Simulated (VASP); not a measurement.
# Fe (Fm-3m) in VASP: further runs

Fe is run at these levels: PBE; tasks: single point.

Everything below comes from runs of VASP 6.6.1. Logs are shortened: lines on timing, memory, paths and dates and some standing lists are left out, and cuts for length are marked.

**1. The cell of the first run**

It takes space group Fm-3m (No. 225, cubic). The conventional cell has a = 3.498 Å, b = 3.498 Å, c = 3.498 Å, α = 90.00°, β = 90.00°, γ = 90.00°. Fe (site symmetry m-3m) has 12 Fe at 2.47 Å within 3.3 Å.

**2. Single point, PBE, collinear spin, zero start**

The input, INCAR:

```
SYSTEM = Fe
PREC = Accurate ; ENCUT = 520
EDIFF = 1E-7 ; ISMEAR = 0
SIGMA = 0.1 ; LREAL = .False.
LASPH = .True. ; NELM = 150
ALGO = Normal ; ISIF = 2
LWAVE = .False. ; LCHARG = .False.
ISPIN = 2 ; MAGMOM = 0 0
LORBIT = 11 ; LMAXMIX = 4
GGA = PE ; NBANDS = 19
```

The input, KPOINTS:

```
regular mesh
0
Gamma
  12 12 12
  0 0 0
```

The input, POSCAR:

```
Fe
1.0
    3.4980000000      1.7490000000      1.7490000000
    1.7490000000      3.4980000000      1.7490000000
    1.7490000000      1.7490000000      3.4980000000
Fe
2
Direct
    0.0000000000      0.0000000000      0.0000000000
    0.5000000000      0.5000000000      0.5000000000
```

Potentials or basis: VASP PAW PBE potentials, release 64 (Fe).

Run with:

```bash
$ cat potpaw_PBE.64/Fe/POTCAR > POTCAR
$ mpirun -np 1 vasp_std > vasp.out
```

OUTCAR:

```text
SYSTEM = Fe
   PREC = Accurate
   ENCUT = 520
   EDIFF = 1E-7
   ISMEAR = 0
   LREAL = .False.
   LASPH = .True.
   NELM = 150
   ISIF = 2
   ISPIN = 2
   LORBIT = 11
   GGA = PE

 ion  position               nearest neighbor table
   1  0.000  0.000  0.000-   2 2.47   2 2.47   2 2.47   2 2.47   2 2.47   2 2.47
   2  0.500  0.500  0.500-   1 2.47   1 2.47   1 2.47   1 2.47   1 2.47   1 2.47

  LATTYP: Found a trigonal (rhomboedric) cell.
 ALAT       =     4.2841575601
 COS(alpha) =     0.8333333333

  Lattice vectors:

 A1 = (   3.4980000000,   1.7490000000,   1.7490000000)
 A2 = (   1.7490000000,   3.4980000000,   1.7490000000)
 A3 = (   1.7490000000,   1.7490000000,   3.4980000000)

Analysis of symmetry for initial positions (statically):
=====================================================================
 Subroutine PRICEL returns following result:

  LATTYP: Found a face centered cubic cell.
 ALAT       =     3.4980000000

  Lattice vectors:

 A1 = (   0.0000000000,  -1.7490000000,   1.7490000000)
 A2 = (  -1.7490000000,   0.0000000000,   1.7490000000)
 A3 = (  -1.7490000000,  -1.7490000000,   0.0000000000)

   2 primitive cells build up your supercell.

 Routine SETGRP: Setting up the symmetry group for a
 trigonal (rhombohedral) supercell.

 Subroutine GETGRP returns: Found 12 space group operations
 (whereof 12 operations were pure point group operations)
 out of a pool of 12 trial point group operations.

The static configuration has the point symmetry D_3d.

Analysis of symmetry for dynamics (positions and initial velocities):
=====================================================================
 Subroutine PRICEL returns following result:

  LATTYP: Found a face centered cubic cell.
 ALAT       =     3.4980000000

  Lattice vectors:

 A1 = (   0.0000000000,  -1.7490000000,   1.7490000000)
 A2 = (  -1.7490000000,   0.0000000000,   1.7490000000)
 A3 = (  -1.7490000000,  -1.7490000000,   0.0000000000)

   2 primitive cells build up your supercell.

 Routine SETGRP: Setting up the symmetry group for a
 trigonal (rhombohedral) supercell.

 Subroutine GETGRP returns: Found 12 space group operations
 (whereof 12 operations were pure point group operations)
 out of a pool of 12 trial point group operations.

The dynamic configuration has the point symmetry D_3d.

Analysis of structural, dynamic, and magnetic symmetry:
=====================================================================
 Subroutine PRICEL returns following result:

  LATTYP: Found a face centered cubic cell.
 ALAT       =     3.4980000000

  Lattice vectors:

 A1 = (   0.0000000000,  -1.7490000000,   1.7490000000)
 A2 = (  -1.7490000000,   0.0000000000,   1.7490000000)
 A3 = (  -1.7490000000,  -1.7490000000,   0.0000000000)

   2 primitive cells build up your supercell.

 Routine SETGRP: Setting up the symmetry group for a
 trigonal (rhombohedral) supercell.

 Subroutine GETGRP returns: Found 12 space group operations
 (whereof 12 operations were pure point group operations)
 out of a pool of 12 trial point group operations.

The overall configuration has the point symmetry D_3d.

 Subroutine INISYM returns: Found 12 space group operations
 (whereof 12 operations are pure point group operations),
 and found     2 'primitive' translations

----------------------------------------------------------------------------------------

                                     Primitive cell

  volume of cell :      10.7004

  direct lattice vectors                    reciprocal lattice vectors
     0.000000000 -1.749000000  1.749000000     0.285877644 -0.285877644  0.285877644
    -1.749000000  0.000000000  1.749000000    -0.285877644  0.285877644  0.285877644
    -1.749000000 -1.749000000  0.000000000    -0.285877644 -0.285877644 -0.285877644

  length of vectors
     2.473459521  2.473459521  2.473459521     0.495154605  0.495154605  0.495154605

  position of ions in fractional coordinates (direct lattice)
     0.000000000  0.000000000  0.000000000

  ion indices of the primitive-cell ions
   primitive index   ion index
                 1           1

----------------------------------------------------------------------------------------

 KPOINTS: regular mesh

Automatic generation of k-mesh.
 Grid dimensions read from file:
 generate k-points for:   12   12   12

 Generating k-lattice:

  Cartesian coordinates                     Fractional coordinates (reciprocal lattice)
     0.035734706 -0.011911569 -0.011911569     0.083333333 -0.000000000 -0.000000000
    -0.011911569  0.035734706 -0.011911569    -0.000000000  0.083333333 -0.000000000
    -0.011911569 -0.011911569  0.035734706    -0.000000000 -0.000000000  0.083333333

  Length of vectors
     0.039506203  0.039506203  0.039506203

  Shift w.r.t. Gamma in fractional coordinates (k-lattice)
     0.000000000  0.000000000  0.000000000

 Subroutine IBZKPT returns following result:
 ===========================================

 Found    189 irreducible k-points:

 Following reciprocal coordinates:
            Coordinates               Weight
  0.000000  0.000000  0.000000      1.000000
  0.083333 -0.000000 -0.000000      6.000000
  0.166667 -0.000000  0.000000      6.000000
  0.250000 -0.000000 -0.000000      6.000000
  0.333333 -0.000000 -0.000000      6.000000
  0.416667 -0.000000 -0.000000      6.000000
[... 16 lines left out ...]
  0.500000  0.166667 -0.000000     12.000000
 -0.416667  0.166667  0.000000     12.000000
 [... further k-points ...]
   k-points           NKPTS =    189   k-points in BZ     NKDIM =    189   number of bands    NBANDS=     19
   number of dos      NEDOS =    301   number of ions     NIONS =      2
   total plane-waves  NPLWV =  32768
   dimension x,y,z NGX =    32 NGY =   32 NGZ =   32
   dimension x,y,z NGXF=    64 NGYF=   64 NGZF=   64
   ions per type =               2
   NGX,Y,Z   is equivalent  to a cutoff of  12.42, 12.42, 12.42 a.u.
   NGXF,Y,Z  is equivalent  to a cutoff of  24.84, 24.84, 24.84 a.u.
 SYSTEM =  Fe
   PREC   = accura    normal or accurate (medium, high low for compatibility)
   ISTART =      0    job   : 0-new  1-cont  2-samecut
   ICHARG =      2    charge: 1-file 2-atom 10-const
   ISPIN  =      2    spin polarized calculation?
   LNONCOLLINEAR =      F non collinear calculations
[... 21 lines left out ...]
   IALGO  =     38    algorithm
   IMIX   =      4    mixing-type and parameters
     AMIX     =   0.40;   BMIX     =  1.00
     AMIX_MAG =   1.60;   BMIX_MAG =  1.00
  volume/ion in A,a.u.               =      10.70        72.21
  Fermi-wavevector in a.u.,A,eV,Ry     =   1.485839  2.807828 30.037811  2.207717
  Thomas-Fermi vector in A             =   2.599200
   LORBIT       =     11    0 simple, 1 ext, 2 COOP (PROOUT), +10 PAW based schemes
   GGA     = PE    functional components
   LHFCALC =     F    Hartree Fock is set to
   AEXX    =    0.0000 exact exchange contribution
   IVDW    =     0    specifies the selected vdW correction
   LEPSILON=     F    determine dielectric tensor
   LRPA    =     F    only Hartree local field effects (RPA)
 spin polarized calculation
 Gauss-broadening in eV      SIGMA  =   0.10
  energy-cutoff  :      520.00
  volume of cell :       21.40
 maximum number of plane-waves:       592
   NGX = 15   NGY = 15   NGZ = 15

 number of electron      16.0000000 magnetization       0.0000001

 number of electron      16.0000000 magnetization      -0.0000195

 Free energy of the ion-electron system (eV)
  ---------------------------------------------------
  ext. energy  EPLUGINS =         0.00000000
  ---------------------------------------------------
  free energy    TOTEN  =       -16.13186938 eV

  energy without entropy =      -16.11622868  energy(sigma->0) =      -16.12404903

 E-fermi :   6.3049     XC(G=0): -13.5090

 val. band max:        6.2967162238   @ k =   0.1667   0.0833   0.0833
 cond. band min:       6.3073218639   @ k =  -0.2500   0.2500   0.0833
 fundamental gap:      0.0106056401
 Fermi energy:         6.3048922063

 spin component 1

 k-point     1 :       0.0000    0.0000    0.0000
  band No.  band energies     occupation
      1      -2.2675      1.00000
      2       1.7183      1.00000
      3       4.6957      1.00000
      4       4.6957      1.00000
      5       4.7822      1.00000
      6       4.7822      1.00000
[... 11 lines left out ...]
     18      34.4477      0.00000
     19      34.4485      0.00000

 k-point     2 :       0.0833   -0.0000   -0.0000
  band No.  band energies     occupation
      1      -2.0064      1.00000
      2       1.8987      1.00000
      3       4.5172      1.00000
      4       4.6702      1.00000
      5       4.8259      1.00000
      6       4.8666      1.00000
[... 11 lines left out ...]
     18      32.2505      0.00000
     19      33.3521      0.00000

 k-point     3 :       0.1667   -0.0000    0.0000
  band No.  band energies     occupation
      1      -1.2543      1.00000
      2       2.3811      1.00000
      3       4.0424      1.00000
      4       4.3751      1.00000
      5       4.8959      1.00000
      6       5.0758      1.00000
[... 434 lines left out ...]
      1       2.5614      1.00000
      2       3.1652      1.00000
      3       3.2940      1.00000
      4       3.3885      1.00000
      5       4.1974      1.00000
      6       4.2694      1.00000
[... 11 lines left out ...]
     18      24.6372      0.00000
     19      33.6426      0.00000

 k-point    24 :      -0.4167    0.1667    0.0000
  band No.  band energies     occupation
      1       2.7601      1.00000
      2       2.9745      1.00000
      3       3.3314      1.00000
      4       3.5213      1.00000
      5       4.1902      1.00000
      6       4.3149      1.00000
[... 11 lines left out ...]
     18      24.5461      0.00000
     19      33.6427      0.00000

 [... further k-points ...]

 spin component 2

 k-point     1 :       0.0000    0.0000    0.0000
  band No.  band energies     occupation
      1      -2.2675      1.00000
      2       1.7183      1.00000
      3       4.6957      1.00000
      4       4.6957      1.00000
      5       4.7822      1.00000
      6       4.7822      1.00000
[... 11 lines left out ...]
     18      34.4478      0.00000
     19      34.4485      0.00000

 k-point     2 :       0.0833   -0.0000   -0.0000
  band No.  band energies     occupation
      1      -2.0064      1.00000
      2       1.8987      1.00000
      3       4.5172      1.00000
      4       4.6702      1.00000
      5       4.8259      1.00000
      6       4.8665      1.00000
[... 11 lines left out ...]
     18      32.2505      0.00000
     19      33.3521      0.00000

 k-point     3 :       0.1667   -0.0000    0.0000
  band No.  band energies     occupation
      1      -1.2543      1.00000
      2       2.3811      1.00000
      3       4.0423      1.00000
      4       4.3751      1.00000
      5       4.8959      1.00000
      6       5.0758      1.00000
[... 434 lines left out ...]
      1       2.5613      1.00000
      2       3.1652      1.00000
      3       3.2940      1.00000
      4       3.3885      1.00000
      5       4.1974      1.00000
      6       4.2693      1.00000
[... 11 lines left out ...]
     18      24.6372      0.00000
     19      33.6426      0.00000

 k-point    24 :      -0.4167    0.1667    0.0000
  band No.  band energies     occupation
      1       2.7601      1.00000
      2       2.9745      1.00000
      3       3.3314      1.00000
      4       3.5213      1.00000
      5       4.1902      1.00000
      6       4.3149      1.00000
[... 11 lines left out ...]
     18      24.5461      0.00000
     19      33.6435      0.00000

 [... further k-points ...]
[... 5 lines left out ...]
  --------------------------------------------------------------------------------------
  -------------------------------------------------------------------------------------
  Total       -1.5340008     -1.5340008     -1.5340008      0.0073820      0.0073820      0.0073820
  in kB     -114.8435867   -114.8435867   -114.8435867      0.5526534      0.5526534      0.5526534
  external PRESSURE =    -114.8435867 kB  Pullay stress =       0.0000000 kB

 VOLUME and BASIS-vectors are now :
 -----------------------------------------------------------------------------
  energy-cutoff  :      520.00
  volume of cell :       21.40
      direct lattice vectors                 reciprocal lattice vectors
     3.498000000  1.749000000  1.749000000     0.428816467 -0.142938822 -0.142938822
     1.749000000  3.498000000  1.749000000    -0.142938822  0.428816467 -0.142938822
     1.749000000  1.749000000  3.498000000    -0.142938822 -0.142938822  0.428816467

 POSITION                                       TOTAL-FORCE (eV/Angst)
 -----------------------------------------------------------------------------------
      0.00000      0.00000      0.00000         0.000000     -0.000000     -0.000000
      3.49800      3.49800      3.49800        -0.000000      0.000000      0.000000
 -----------------------------------------------------------------------------------
    total drift:                               -0.000000      0.000000     -0.000000

  FREE ENERGIE OF THE ION-ELECTRON SYSTEM (eV)
  ---------------------------------------------------
  free  energy   TOTEN  =       -16.1318693839 eV

  energy  without entropy=      -16.1162286764  energy(sigma->0) =      -16.12404903

 total charge

# of ion       s       p       d       tot
------------------------------------------
    1        0.514   0.586   6.290   7.390
    2        0.514   0.586   6.290   7.390
--------------------------------------------------
tot          1.028   1.171  12.580  14.779

 magnetization (x)

# of ion       s       p       d       tot
------------------------------------------
    1        0.000   0.000  -0.000  -0.000
    2        0.000   0.000  -0.000  -0.000
--------------------------------------------------
tot          0.000   0.000  -0.000  -0.000
```

Run time: 2.5 min. Hardware: 1 thread of Intel Xeon Platinum 8375C at 2.90GHz (Ice Lake), shared host; peak memory 0.28 GiB.

Results:

```yaml
Free_energy: -16.1319 eV
Pressure: -11.5 GPa
Band_gap_on_the_k_mesh: zero (filled and empty bands overlap)
Net_moment: 0.00 μB per cell
Valence_electrons_inside_the_program's_atomic_spheres: Fe 7.39
```

Levels at points of the mesh, in eV from the Fermi level:
Spin up:
```csv
k point,band 5,band 6,band 7,band 8,band 9,band 10,band 11,band 12
"(0.00, 0.00, 0.00)",-1.52,-1.52,-1.52,-0.07,-0.07,0.21,0.93,0.93
"(0.50, 0.00, 0.00)",-1.54,-1.54,-0.44,-0.44,1.00,1.00,3.75,3.75
"(0.50, 0.50, 0.00)",-1.61,0.21,0.90,0.93,0.93,1.19,1.19,3.15
"(0.50, 0.50, 0.50)",-1.27,-1.27,-1.27,-1.27,0.05,0.05,0.05,0.05
```
Spin down:
| k point | band 5 | band 6 | band 7 | band 8 | band 9 | band 10 | band 11 | band 12 |
| --- | --- | --- | --- | --- | --- | --- | --- | --- |
| (0.00, 0.00, 0.00) | -1.52 | -1.52 | -1.52 | -0.07 | -0.07 | 0.21 | 0.93 | 0.93 |
| (0.50, 0.00, 0.00) | -1.54 | -1.54 | -0.44 | -0.44 | 1.00 | 1.00 | 3.75 | 3.75 |
| (0.50, 0.50, 0.00) | -1.61 | 0.21 | 0.90 | 0.93 | 0.93 | 1.19 | 1.19 | 3.15 |
| (0.50, 0.50, 0.50) | -1.27 | -1.27 | -1.27 | -1.27 | 0.05 | 0.05 | 0.05 | 0.05 |

**3. Single point, PBE, collinear spin**

The input, INCAR:

```
SYSTEM = Fe
PREC = Accurate
ENCUT = 520
EDIFF = 1E-6
ISMEAR = 0
SIGMA = 0.1
LREAL = .FALSE.
LASPH = .TRUE.
NELM = 150
ALGO = Normal
ISIF = 2
LWAVE = .FALSE.
LCHARG = .FALSE.
ISPIN = 2
MAGMOM = 0 4
LORBIT = 11
LMAXMIX = 4
GGA = PE
NBANDS = 19
```

The input, KPOINTS:

```
regular mesh
0
G
  12 12 12
  0 0 0
```

POSCAR is that of step 2.

Potentials or basis: VASP PAW PBE potentials, release 64 (Fe).

Run with:

```bash
$ cat potpaw_PBE.64/Fe/POTCAR > POTCAR
$ mpirun -np 1 vasp_std > vasp.out
```

Wall time 4.4 min (1 thread of Intel Xeon Platinum 8375C at 2.90GHz (Ice Lake), shared host); peak memory 0.28 GiB.

The run converged, but its numbers aren't listed here, since they failed a check.

Caveat: the result breaks the symmetry of the cell; the moment fell far below its start of 4 μB, so a state of higher moment may lie lower in energy.

**4. Single point, PBE**

The input, INCAR:

```
SYSTEM = Fe
PREC = Accurate
ENCUT = 600
EDIFF = 1E-6
ISMEAR = 0
SIGMA = 0.1
LREAL = .False.
LASPH = .True.
NELM = 120
ALGO = Normal
ISIF = 2
LWAVE = .False.
LCHARG = .False.
GGA = PE
NBANDS = 15
GGA_COMPAT = .False.
```

The input, KPOINTS:

```
regular mesh
0
Gamma
  12 12 12
  0 0 0
```

POSCAR is that of step 3.

Run with:

```bash
$ cat potpaw_PBE.64/Fe/POTCAR > POTCAR
$ mpirun -np 1 vasp_std > vasp.out
```

Wall time 58 s (1 thread of Intel Xeon 6975P-C (Granite Rapids), shared host); peak memory 0.24 GiB.

It converged, with:

```
Free energy            : -16.1310 eV
Pressure               : -11.6 GPa
Band gap on the k mesh : zero (band 8 reaches 7.23 eV, above the bottom of band 9 at 5.65 eV)
```

Levels at points of the mesh, in eV from the Fermi level:
```csv
k point,band 5,band 6,band 7,band 8,band 9,band 10,band 11,band 12
"(0.00, 0.00, 0.00)",-1.52,-1.52,-1.52,-0.07,-0.07,0.21,0.93,0.93
"(0.50, 0.00, 0.00)",-1.54,-1.54,-0.44,-0.44,1.00,1.00,3.75,3.75
"(0.50, 0.50, 0.00)",-1.61,0.21,0.90,0.93,0.93,1.19,1.19,3.15
"(0.50, 0.50, 0.50)",-1.27,-1.27,-1.27,-1.27,0.05,0.05,0.05,0.05
```

Caveat: the run has no spin polarisation, though such a crystal can be magnetic.

**5. Single point, PBE, collinear spin, ferromagnetic start**

The input, INCAR:

```
SYSTEM = Fe
PREC = Accurate
ENCUT = 600
EDIFF = 1E-6
ISMEAR = 0
SIGMA = 0.1
LREAL = .FALSE.
LASPH = .TRUE.
NELM = 200
ALGO = Normal
ISIF = 2
LWAVE = .FALSE.
LCHARG = .FALSE.
ISPIN = 2
MAGMOM = 0.8 0.8
LORBIT = 11
LMAXMIX = 4
GGA = PE
NBANDS = 19
GGA_COMPAT = .FALSE.
```

The input, KPOINTS:

```
Automatic mesh
0
G
  12 12 12
  0 0 0
```

POSCAR is that of step 4.

Run with:

```bash
$ cat potpaw_PBE.64/Fe/POTCAR > POTCAR
$ mpirun -np 1 vasp_std > vasp.out
```

Wall time 4.4 min (1 thread of Intel Xeon 6975P-C (Granite Rapids), shared host); peak memory 0.34 GiB.

It converged, with:

- Free energy: -16.1310 eV
- Pressure: -11.6 GPa
- Band gap on the k mesh: zero (filled and empty bands overlap)
- Net moment: 0.00 μB per cell
- Valence electrons inside the program's atomic spheres: Fe 7.39

Stress tensor (GPa, compression positive):
```
-11.64   0.06   0.06
  0.06 -11.64   0.06
  0.06   0.06 -11.64
```

Levels at points of the mesh, in eV from the Fermi level:
Spin up:
```csv
k point,band 6,band 7,band 8,band 9,band 10,band 11
"(0.00, 0.00, 0.00)",-1.52,-1.52,-0.07,-0.07,0.21,0.93
"(0.50, 0.00, 0.00)",-1.54,-0.44,-0.44,1.00,1.00,3.75
"(0.50, 0.50, 0.00)",0.21,0.90,0.93,0.93,1.18,1.19
"(0.50, 0.50, 0.50)",-1.27,-1.27,-1.27,0.05,0.05,0.05
```
Spin down:
```csv
k point,band 5,band 6,band 7,band 8,band 9,band 10,band 11,band 12
"(0.00, 0.00, 0.00)",-1.52,-1.52,-1.52,-0.07,-0.07,0.21,0.93,0.93
"(0.50, 0.00, 0.00)",-1.54,-1.54,-0.44,-0.44,1.00,1.00,3.75,3.75
"(0.50, 0.50, 0.00)",-1.61,0.21,0.90,0.93,0.93,1.19,1.19,3.15
"(0.50, 0.50, 0.50)",-1.27,-1.27,-1.27,-1.27,0.05,0.05,0.05,0.05
```

**6. The runs side by side**

| spin | cutoff (eV) | gap on the mesh (eV) | pressure (GPa) | moment (μB) |
| --- | --- | --- | --- | --- |
| collinear, zero start | 520 | none | -11.5 | 0.00 |
| off | 600 | none | -11.6 | - |
| collinear, ferromagnetic start | 600 | none | -11.6 | 0.00 |

Alike in all rows: task single point; level PBE; potentials or basis VASP PAW PBE potentials, release 64 (Fe); cell as given; k mesh 12 × 12 × 12; smearing gaussian 0.1 eV.

Every run on the cell as given and a fine mesh finds a metal.

Total energies depend on the potentials used, so only differences within one code and one set of settings carry meaning.
